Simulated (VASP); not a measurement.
A run of VASP 6.6.1 is set up as follows.

Contents of INCAR:

```
ALGO     = Normal         # electronic algorithm
EDIFF    = 1E-6           # SCF threshold, eV
ENCUT    = 520            # plane-wave cutoff, eV
GGA      = PE             # functional
ISIF     = 2              # what is computed and relaxed
ISMEAR   = 0              # smearing method
LASPH    = T              # aspherical terms in the spheres
LCHARG   = F              # write CHGCAR
LREAL    = Auto         
LWAVE    = F              # write WAVECAR
NBANDS   = 42             # bands
NELM     = 100            # most SCF steps
PREC     = Accurate       # precision mode
SIGMA    = 0.01           # smearing width, eV
```

KPOINTS

```
k-points
0
Gamma
  2 2 2
```

The input POSCAR:

```
Mg8O7
1.0
    0.0000000000      4.2537045245     -4.2537045245
    4.2537045245      4.2537045245      0.0000000000
    4.2537045245      0.0000000000     -4.2537045245
Mg O
8 7
Direct
   -0.0006699325     -0.0013071664      0.5014744008
   -0.0009295987      0.4975847763      0.5014241309
    0.4998142069     -0.0023102659      0.5010676076
    0.5000688052      0.4973997938      0.5014269175
   -0.0008182524     -0.0012364078      0.9999626320
   -0.0002581902      0.4977273312      1.0010436939
    0.5005320465     -0.0014378887      1.0003407143
    0.5000221341      0.4971760557      1.0007306245
    0.2495461407      0.2479582403      0.2512106779
    0.7498752754      0.7483683610      0.2505974170
    0.7499566547      0.2479982448      0.2508635404
    0.2497644813      0.7479829172      0.7508025137
    0.2496481643      0.2479977659      0.7509248692
    0.7498513856      0.7482346373      0.7508031077
    0.7493756650      0.2484548301      0.7509266956
```

Potentials or basis: VASP PAW PBE potentials, release 64 (Mg, O).

Command:

```console
$ cat potpaw_PBE.64/Mg/POTCAR potpaw_PBE.64/O/POTCAR > POTCAR
$ mpirun -np 1 vasp_std > vasp.out
```

(1) Predict the largest force.

(2) Estimate the band gap on the k mesh.

Results:

(1) 0.028 eV/Å.

(2) 2.28 eV.

Caveat: the k points lie up to 0.64 Å⁻¹ apart; the cell differs from its parent crystal (atoms taken out, then relaxed in part).
